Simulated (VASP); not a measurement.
# Mg (Pm-3m) in VASP: a series of runs, part 2 of 3

VASP 6.6.1. The steps go on from the part before.

## 3. Single point, RPBE (volume scaled by 0.96)

Contents of INCAR:

```
SYSTEM = Mg
PREC = Accurate
ENCUT = 520
EDIFF = 1E-7
ISMEAR = -1
SIGMA = 0.1
LREAL = .False.
LASPH = .True.
NELM = 80
ALGO = Normal
ISIF = 2
LWAVE = .False.
LCHARG = .True.
GGA = RP
LELF = .True.
LVHAR = .True.
NBANDS = 7
```

Contents of KPOINTS:

```
Automatic mesh
0
Gamma
  12 12 12
  0 0 0
```

Contents of POSCAR:

```
Mg
1.0
    3.0130774301      0.0000000000      0.0000000000
    0.0000000000      3.0130774301      0.0000000000
    0.0000000000      0.0000000000      3.0130774301
Mg
1
Direct
    0.0000000000      0.0000000000      0.0000000000
```

Potentials or basis: VASP PAW PBE potentials, release 64 (Mg).

Command:

```
> cat potpaw_PBE.64/Mg/POTCAR > POTCAR
> mpirun -np 1 vasp_std > vasp.out
```

OUTCAR:

```text
SYSTEM = Mg
   PREC = Accurate
   ENCUT = 520
   EDIFF = 1E-7
   ISMEAR = -1
   LREAL = .False.
   LASPH = .True.
   NELM = 80
   ISIF = 2
   GGA = RP

 ion  position               nearest neighbor table
   1  0.000  0.000  0.000-

  LATTYP: Found a simple cubic cell.
 ALAT       =     3.0130774301

  Lattice vectors:

 A1 = (   3.0130774301,   0.0000000000,   0.0000000000)
 A2 = (   0.0000000000,   3.0130774301,   0.0000000000)
 A3 = (   0.0000000000,   0.0000000000,   3.0130774301)

Analysis of symmetry for initial positions (statically):
=====================================================================
 Subroutine PRICEL returns:
 Original cell was already a primitive cell.

 Routine SETGRP: Setting up the symmetry group for a
 simple cubic supercell.

 Subroutine GETGRP returns: Found 48 space group operations
 (whereof 48 operations were pure point group operations)
 out of a pool of 48 trial point group operations.

The static configuration has the point symmetry O_h .

Analysis of symmetry for dynamics (positions and initial velocities):
=====================================================================
 Subroutine PRICEL returns:
 Original cell was already a primitive cell.

 Routine SETGRP: Setting up the symmetry group for a
 simple cubic supercell.

 Subroutine GETGRP returns: Found 48 space group operations
 (whereof 48 operations were pure point group operations)
 out of a pool of 48 trial point group operations.

The dynamic configuration has the point symmetry O_h .

 Subroutine INISYM returns: Found 48 space group operations
 (whereof 48 operations are pure point group operations),
 and found     1 'primitive' translations

----------------------------------------------------------------------------------------

                                     Primitive cell

  volume of cell :      27.3546

  direct lattice vectors                    reciprocal lattice vectors
     3.013077430  0.000000000  0.000000000     0.331886592  0.000000000  0.000000000
     0.000000000  3.013077430  0.000000000     0.000000000  0.331886592  0.000000000
     0.000000000  0.000000000  3.013077430     0.000000000  0.000000000  0.331886592

  length of vectors
     3.013077430  3.013077430  3.013077430     0.331886592  0.331886592  0.331886592

  position of ions in fractional coordinates (direct lattice)
     0.000000000  0.000000000  0.000000000

  ion indices of the primitive-cell ions
   primitive index   ion index
                 1           1

----------------------------------------------------------------------------------------

 KPOINTS: Automatic mesh

Automatic generation of k-mesh.
 Grid dimensions read from file:
 generate k-points for:   12   12   12

 Generating k-lattice:

  Cartesian coordinates                     Fractional coordinates (reciprocal lattice)
     0.027657216  0.000000000  0.000000000     0.083333333  0.000000000  0.000000000
     0.000000000  0.027657216  0.000000000     0.000000000  0.083333333  0.000000000
     0.000000000  0.000000000  0.027657216     0.000000000  0.000000000  0.083333333

  Length of vectors
     0.027657216  0.027657216  0.027657216

  Shift w.r.t. Gamma in fractional coordinates (k-lattice)
     0.000000000  0.000000000  0.000000000

 Subroutine IBZKPT returns following result:
 ===========================================

 Found     84 irreducible k-points:

 Following reciprocal coordinates:
            Coordinates               Weight
  0.000000  0.000000  0.000000      1.000000
  0.083333  0.000000  0.000000      6.000000
  0.166667  0.000000  0.000000      6.000000
  0.250000  0.000000  0.000000      6.000000
  0.333333  0.000000  0.000000      6.000000
  0.416667  0.000000  0.000000      6.000000
[... 16 lines left out ...]
  0.333333  0.333333  0.000000     12.000000
  0.416667  0.333333  0.000000     24.000000
 [... further k-points ...]
   k-points           NKPTS =     84   k-points in BZ     NKDIM =     84   number of bands    NBANDS=      7
   number of dos      NEDOS =    301   number of ions     NIONS =      1
   total plane-waves  NPLWV =  13824
   dimension x,y,z NGX =    24 NGY =   24 NGZ =   24
   dimension x,y,z NGXF=    48 NGYF=   48 NGZF=   48
   ions per type =               1
   NGX,Y,Z   is equivalent  to a cutoff of  13.24, 13.24, 13.24 a.u.
   NGXF,Y,Z  is equivalent  to a cutoff of  26.48, 26.48, 26.48 a.u.
 SYSTEM =  Mg
   PREC   = accura    normal or accurate (medium, high low for compatibility)
   ISTART =      0    job   : 0-new  1-cont  2-samecut
   ICHARG =      2    charge: 1-file 2-atom 10-const
   ISPIN  =      1    spin polarized calculation?
   LNONCOLLINEAR =      F non collinear calculations
   LSORBIT =      F    spin-orbit coupling
   LASPH  =      T    aspherical Exc in radial PAW
   ENCUT  =  520.0 eV  38.22 Ry    6.18 a.u.   5.60  5.60  5.60*2*pi/ulx,y,z
   NELM   =     80;   NELMIN=  2; NELMDL= -5     # of ELM steps
   EDIFF  = 0.1E-06   stopping-criterion for ELM
   LREAL  =      F    real-space projection
   EDIFFG = 0.1E-05   stopping-criterion for IOM
   NSW    =      0    number of steps for IOM
   IBRION =     -1    ionic relax: 0-MD 1-quasi-New 2-CG
   NFREE  =      0    steps in history (QN), initial steepest desc. (CG)
   ISIF   =      2    stress and relaxation
   ISYM   =      2    0-nonsym 1-usesym 2-fastsym
   POTIM  = 0.5000    time-step for ionic-motion
   TEBEG  =    0.0;   TEEND  =   0.0 temperature during run
   PSTRESS=    0.0 pullay stress
   NELECT =       2.0000    total number of electrons
   NUPDOWN=      -1.0000    fix difference up-down
   EMIN   =  10.00;   EMAX   =-10.00  energy-range for DOS
   EFERMI =   0.00;   METHOD = LEGACY
   ISMEAR =    -1;   SIGMA  =   0.10  broadening in eV -4-tet -1-fermi 0-gaus
   EFERMI_NEDOS =   21; number of points for ismear=-14 and -15
   IALGO  =     38    algorithm
   IMIX   =      4    mixing-type and parameters
     AMIX     =   0.40;   BMIX     =  1.00
     AMIX_MAG =   1.60;   BMIX_MAG =  1.00
  volume/ion in A,a.u.               =      27.35       184.60
  Fermi-wavevector in a.u.,A,eV,Ry     =   0.684554  1.293620  6.375888  0.468615
  Thomas-Fermi vector in A             =   1.764241
   LORBIT       =      0    0 simple, 1 ext, 2 COOP (PROOUT), +10 PAW based schemes
   GGA     = RP    functional components
   LHFCALC =     F    Hartree Fock is set to
   AEXX    =    0.0000 exact exchange contribution
   IVDW    =     0    specifies the selected vdW correction
   LEPSILON=     F    determine dielectric tensor
   LRPA    =     F    only Hartree local field effects (RPA)
 non-spin polarized calculation
  energy-cutoff  :      520.00
  volume of cell :       27.35
 maximum number of plane-waves:       756
 NGX is ok and might be reduce to    24
   NGX = 11   NGY = 11   NGZ = 11

 number of electron       2.0000000 magnetization

 Free energy of the ion-electron system (eV)
  ---------------------------------------------------
  ext. energy  EPLUGINS =         0.00000000
  ---------------------------------------------------
  free energy    TOTEN  =        -0.96591333 eV

  energy without entropy =       -0.94948502  energy(sigma->0) =       -0.95769917

 E-fermi :   1.7695     XC(G=0):  -7.8471

 val. band max:        1.7630253464   @ k =   0.5000   0.3333   0.1667
 cond. band min:       1.7708069582   @ k =   0.5000   0.2500   0.2500
 fundamental gap:      0.0077816118
 Fermi energy:         1.7694645576

 k-point     1 :       0.0000    0.0000    0.0000
  band No.  band energies     occupation
      1      -4.3744      2.00000
      2       9.9514      0.00000
      3       9.9514      0.00000
      4      11.3850      0.00000
      5      11.3850      0.00000
      6      11.3850      0.00000
      7      15.8359      0.00000

 k-point     2 :       0.0833    0.0000    0.0000
  band No.  band energies     occupation
      1      -4.2595      2.00000
      2       8.4885      0.00000
      3      10.0530      0.00000
      4      11.4815      0.00000
      5      11.4815      0.00000
      6      12.5348      0.00000
      7      16.4173      0.00000
[... 201 lines left out ...]
 k-point    23 :       0.3333    0.3333    0.0000
  band No.  band energies     occupation
      1      -0.7565      2.00000
      2       3.9692      0.00000
      3       5.0819      0.00000
      4       9.6123      0.00000
      5      14.4518      0.00000
      6      15.8384      0.00000
      7      18.3226      0.00000

 k-point    24 :       0.4167    0.3333    0.0000
  band No.  band energies     occupation
      1       0.2357      2.00000
      2       2.8048      0.00006
      3       5.5960      0.00000
      4       8.0940      0.00000
      5      15.2915      0.00000
      6      16.7903      0.00000
      7      17.4430      0.00000

 [... further k-points ...]
[... 5 lines left out ...]
  --------------------------------------------------------------------------------------
  -------------------------------------------------------------------------------------
  Total        0.1536570      0.1536570      0.1536570     -0.0000000     -0.0000000      0.0000000
  in kB        8.9997828      8.9997828      8.9997828     -0.0000000     -0.0000000      0.0000000
  external PRESSURE =       8.9997828 kB  Pullay stress =       0.0000000 kB

 VOLUME and BASIS-vectors are now :
 -----------------------------------------------------------------------------
  energy-cutoff  :      520.00
  volume of cell :       27.35
      direct lattice vectors                 reciprocal lattice vectors
     3.013077430  0.000000000  0.000000000     0.331886592  0.000000000  0.000000000
     0.000000000  3.013077430  0.000000000     0.000000000  0.331886592  0.000000000
     0.000000000  0.000000000  3.013077430     0.000000000  0.000000000  0.331886592

 POSITION                                       TOTAL-FORCE (eV/Angst)
 -----------------------------------------------------------------------------------
      0.00000      0.00000      0.00000         0.000000      0.000000      0.000000
 -----------------------------------------------------------------------------------
    total drift:                               -0.000000      0.000000      0.000000

  FREE ENERGIE OF THE ION-ELECTRON SYSTEM (eV)
  ---------------------------------------------------
  free  energy   TOTEN  =        -0.9659133277 eV

  energy  without entropy=       -0.9494850169  energy(sigma->0) =       -0.95769917
```

OSZICAR:

```text
N       E                     dE             d eps       ncg     rms          rms(c)
DAV:   1    -0.355731116832E+00   -0.35573E+00   -0.79958E+02  1239   0.197E+02
DAV:   2    -0.973211369752E+00   -0.61748E+00   -0.56426E+00  1463   0.101E+01
DAV:   3    -0.975534042641E+00   -0.23227E-02   -0.23221E-02  1533   0.730E-01
DAV:   4    -0.975539280077E+00   -0.52374E-05   -0.52372E-05  1729   0.254E-02
DAV:   5    -0.975539287615E+00   -0.75382E-08   -0.76146E-08  1470   0.544E-04    0.594E-01
DAV:   6    -0.971021254952E+00    0.45180E-02   -0.93790E-04  1386   0.165E-01    0.383E-01
DAV:   7    -0.965894280582E+00    0.51270E-02   -0.47715E-03  1358   0.311E-01    0.259E-02
DAV:   8    -0.965914858869E+00   -0.20578E-04   -0.43224E-05  1582   0.357E-02    0.751E-03
DAV:   9    -0.965913691297E+00    0.11676E-05   -0.26628E-06  1400   0.639E-03    0.541E-04
DAV:  10    -0.965913452190E+00    0.23911E-06   -0.33817E-08  1477   0.896E-04    0.281E-04
DAV:  11    -0.965913312713E+00    0.13948E-06   -0.59889E-09   763   0.410E-04    0.343E-05
DAV:  12    -0.965913327669E+00   -0.14955E-07   -0.94927E-11   651   0.601E-05
   1 F= -.96591333E+00 E0= -.95769917E+00  d E =-.164283E-01
```

Run time: 19 s. Hardware: 1 thread of Intel Xeon 6975P-C, shared host; peak memory 0.14 GiB.

What came out:

```yaml
Free_energy: -0.9659 eV
Pressure: 0.9 GPa
Band_gap_on_the_k_mesh: zero (band 1 reaches 6.40 eV, above the bottom of band 2 at -0.14 eV)
```

Levels at points of the mesh, in eV from the Fermi level:
```csv
k point,band 1,band 2,band 3,band 4,band 5,band 6
"(0.00, 0.00, 0.00)",-6.14,8.18,8.18,9.62,9.62,9.62
"(0.50, 0.00, 0.00)",-2.25,-1.91,10.63,13.06,13.06,13.17
"(0.50, 0.50, 0.00)",1.38,1.38,2.19,2.70,15.67,15.67
"(0.50, 0.50, 0.50)",4.63,4.63,4.63,5.73,5.73,5.73
```

Caveat: the cell differs from its parent crystal (volume scaled by 0.96); the PAW data sets were made with another functional, which shifts forces and pressure a little.

## 4. Single point, RPBE

This run uses another cell than the first one, of 28.49 Å³/atom, 1.087 times its volume.

Contents of INCAR:

```
PREC = Accurate
ENCUT = 520
EDIFF = 1E-6
ISMEAR = -1
SIGMA = 0.1
LREAL = F
LASPH = T
NELM = 60
ALGO = Normal
ISIF = 2
LWAVE = F
LCHARG = T
GGA = RP
LELF = T
LVHAR = T
NBANDS = 7
```

Contents of KPOINTS:

```
Automatic mesh
0
Gamma
  12 12 12
```

Contents of POSCAR:

```
Mg
1.0
    3.0543575930      0.0000000000      0.0000000000
    0.0000000000      3.0543575930      0.0000000000
    0.0000000000      0.0000000000      3.0543575930
Mg
1
Direct
    0.0000000000      0.0000000000      0.0000000000
```

Command:

```
> cat potpaw_PBE.64/Mg/POTCAR > POTCAR
> mpirun -np 1 vasp_std > vasp.out
```

It took 18 s on 1 thread of Intel Xeon 6975P-C, shared host; peak memory 0.14 GiB.

The run converged. Its results:

```yaml
Free_energy: -0.9688 eV
Pressure: 0.0 GPa
Band_gap_on_the_k_mesh: zero (band 1 reaches 6.06 eV, above the bottom of band 2 at -0.24 eV)
```

Levels at points of the mesh, in eV from the Fermi level:
```tsv
k point	band 1	band 2	band 3	band 4	band 5	band 6
(0.00, 0.00, 0.00)	-5.99	8.04	8.04	9.33	9.33	9.33
(0.50, 0.00, 0.00)	-2.24	-1.82	10.41	12.63	12.63	12.89
(0.50, 0.50, 0.00)	1.34	1.34	2.03	2.73	15.33	15.33
(0.50, 0.50, 0.50)	4.47	4.47	4.47	5.67	5.67	5.67
```

Caveat: the PAW data sets were made with another functional, which shifts forces and pressure a little.

## 5. Single point, RPBE (volume scaled by 1.04)

Contents of INCAR:

```
SYSTEM = Mg
  PREC = Accurate
  ENCUT = 520
  EDIFF = 1E-7
  ISMEAR = -1
  SIGMA = 0.1
  LREAL = .FALSE.
  LASPH = .TRUE.
  NELM = 80
  ALGO = Normal
  ISIF = 2
  LWAVE = .FALSE.
  LCHARG = .TRUE.
  GGA = RP
  LELF = .TRUE.
  LVHAR = .TRUE.
  NBANDS = 7
```

Contents of KPOINTS:

```
Automatic mesh
0
G
  12 12 12
  0 0 0
```

Contents of POSCAR:

```
Mg
1.0
    3.0945511180      0.0000000000      0.0000000000
    0.0000000000      3.0945511180      0.0000000000
    0.0000000000      0.0000000000      3.0945511180
Mg
1
Direct
    0.0000000000      0.0000000000      0.0000000000
```

Command:

```
> cat potpaw_PBE.64/Mg/POTCAR > POTCAR
> mpirun -np 1 vasp_std > vasp.out
```

It took 17 s on 1 thread of Intel Xeon 6975P-C, shared host; peak memory 0.14 GiB.

It converged, with:

| Quantity | Value |
| --- | --- |
| Free energy | -0.9656 eV |
| Pressure | -0.8 GPa |
| Band gap on the k mesh | zero (band 1 reaches 5.74 eV, above the bottom of band 2 at -0.33 eV) |

Levels at points of the mesh, in eV from the Fermi level:
| k point | band 1 | band 2 | band 3 | band 4 | band 5 | band 6 |
| --- | --- | --- | --- | --- | --- | --- |
| (0.00, 0.00, 0.00) | -5.85 | 7.90 | 7.90 | 9.07 | 9.07 | 9.07 |
| (0.50, 0.00, 0.00) | -2.23 | -1.74 | 10.21 | 12.23 | 12.23 | 12.64 |
| (0.50, 0.50, 0.00) | 1.31 | 1.31 | 1.88 | 2.75 | 15.00 | 15.00 |
| (0.50, 0.50, 0.50) | 4.32 | 4.32 | 4.32 | 5.61 | 5.61 | 5.61 |

Caveat: the cell differs from its parent crystal (volume scaled by 1.04); the PAW data sets were made with another functional, which shifts forces and pressure a little.

(Part 2 of 3 ends here.)
